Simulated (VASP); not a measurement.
Input of a VASP 6.6.1 run:

The input INCAR:

```
ALGO     = Normal         # electronic algorithm
EDIFF    = 1E-6           # SCF threshold, eV
ENCUT    = 520            # plane-wave cutoff, eV
GGA      = PS             # functional
ISIF     = 2              # what is computed and relaxed
ISMEAR   = 0              # smearing method
LASPH    = True           # aspherical terms in the spheres
LCHARG   = False          # write CHGCAR
LREAL    = False          # projectors in reciprocal space
LWAVE    = False          # write WAVECAR
NBANDS   = 26             # bands
NELM     = 80             # most SCF steps
PREC     = Accurate       # precision mode
SIGMA    = 0.03           # smearing width, eV
```

File KPOINTS:

```
k-points
0
Gamma
  12 12 6
```

File POSCAR:

```
SiGe
1.0
    3.9044512986      0.0000000000      0.0000000000
   -1.9522256493      3.3813540124      0.0000000000
    0.0000000000      0.0000000000      6.1282438500
Si Ge
2 2
Direct
    0.6666666667      0.3333333333      0.8746070000
    0.3333333333      0.6666666667      0.3746070000
    0.6666666667      0.3333333333      0.5003920000
    0.3333333333      0.6666666667      0.0003920000
```

Potentials or basis: VASP PAW PBE potentials, release 64 (Si, Ge_d).

Command:

```console
$ cat potpaw_PBE.64/Si/POTCAR potpaw_PBE.64/Ge_d/POTCAR > POTCAR
$ mpirun -np 1 vasp_std > vasp.out
```

Task: What does it give for the pressure?

Result: 4.8 GPa.

Task: Predict the largest force.

Result: 0.692 eV/Å.

Forces in eV/Å, atoms in the order of the input:
```
Si   0.000  0.000  0.692
Si   0.000  0.000  0.692
Ge   0.000  0.000 -0.692
Ge   0.000  0.000 -0.692
```

Caveat: the cell differs from its parent crystal (strain +0.000 along x and y, -0.050 along z); the PAW data sets were made with another functional, which shifts forces and pressure a little.
